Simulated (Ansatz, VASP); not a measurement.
Re: VASP beside Ansatz

```
Re
1.0
     2.82064    0.00000    0.00000
    -1.41032    2.44275    0.00000
     0.00000    0.00000    9.11416
Re
4
Direct
  0.00000 0.00000 0.00000
  0.33333 0.66667 0.25000
  0.00000 0.00000 0.50000
  0.66667 0.33333 0.75000
```

Alike in both runs: task single point; functional PBE; k mesh 10 × 10 × 3; occupations fermi-dirac, width 0.01 eV; no spin polarisation.

|  | VASP | Ansatz |
| --- | --- | --- |
| version | VASP 6.6.1 | Ansatz 0.2.0 |
| potentials or method | VASP PAW PBE potentials, release 64 (Re), cutoff 520 eV | plane waves, PAW |
| valence electrons in the cell | 28 | 60 |

VASP gave:

```
pressure (GPa)                                                : -17.0
traceless stress, the component that is largest in VASP (GPa) : -0.58
```

Task: Estimate Ansatz's values.

Result: Pressure (GPa): -16.3; traceless stress, the component that is largest in VASP (GPa): -0.57.

VASP's potentials hold 28 valence electrons a cell and Ansatz's 60, so a difference there can come from the potentials and not from the codes. Ansatz's warnings: stress scf threshold loose.

Neither program's run includes spin-orbit coupling.
